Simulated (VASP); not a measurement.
Set up this calculation in VASP 6.6.1, as the native input.

- Task: relaxation of the atoms
- Functional: LDA
- Potentials or basis: VASP PAW LDA potentials, release 64 (W_sv, C)
- Cutoff: 520 eV
- k mesh: 9 × 9 × 1
- Occupations: gaussian, width 0.1 eV
- Spin: no spin polarisation
- Dipole correction: yes
- Atoms held fixed (from 0): [0, 1, 2]
- Further INCAR settings: ALGO = Normal; EDIFF = 1e-06; IBRION = 2; EDIFFG = -0.025; NSW = 36
- Atoms held along some axes (from 0): atom 3 along a and b

The structure of W3C lies in POSCAR:

```
W3C
1.0
    2.8093052381      0.0000000000      0.0000000000
    0.0000000000      2.8093052381      0.0000000000
    0.0000000000      0.0000000000     19.3572602846
W C
3 1
Selective dynamics
Direct
    0.5000000000      0.5000000000      0.2066408129  F F F
    0.0000000000      0.0000000000      0.3062710168  F F F
    0.5000000000      0.5000000000      0.4059076630  F F F
    0.8333333333      0.8333333333      0.4823647638  F F T
```

These files were run (other wordings do the same):

INCAR

```
SYSTEM = W3C
PREC = Accurate
ENCUT = 520
EDIFF = 1E-6
ISMEAR = 0
SIGMA = 0.1
LREAL = .FALSE.
LASPH = .TRUE.
NELM = 100
ALGO = Normal
ISIF = 2
LWAVE = .FALSE.
LCHARG = .FALSE.
LDIPOL = .TRUE.
IDIPOL = 3
DIPOL = 0.5 0.5 0.350
GGA = CA
IBRION = 2
NSW = 36
EDIFFG = -0.025
```

KPOINTS

```
Automatic mesh
0
G
  9 9 1
  0 0 0
```

Potentials or basis: VASP PAW LDA potentials, release 64 (W_sv, C).

The run is started by

```bash
$ cat potpaw_LDA.64/W_sv/POTCAR potpaw_LDA.64/C/POTCAR > POTCAR
$ mpirun -np 1 vasp_std > vasp.out
```

Results of the run:

```yaml
Energy_gained_by_relaxing: 98.3 meV/atom
Ionic_steps: 3
Band_gap_on_the_k_mesh: zero (bands 23 and 24 overlap by 1.30 eV)
```

Caveat: spin-orbit coupling is left out, which moves the levels of the heavy elements.

It took 5.4 min on 1 thread of Intel(R) Xeon(R) Platinum 8259CL CPU @ 2.50GHz (Skylake/Cascade Lake) (shared host), peak memory 0.27 GiB.
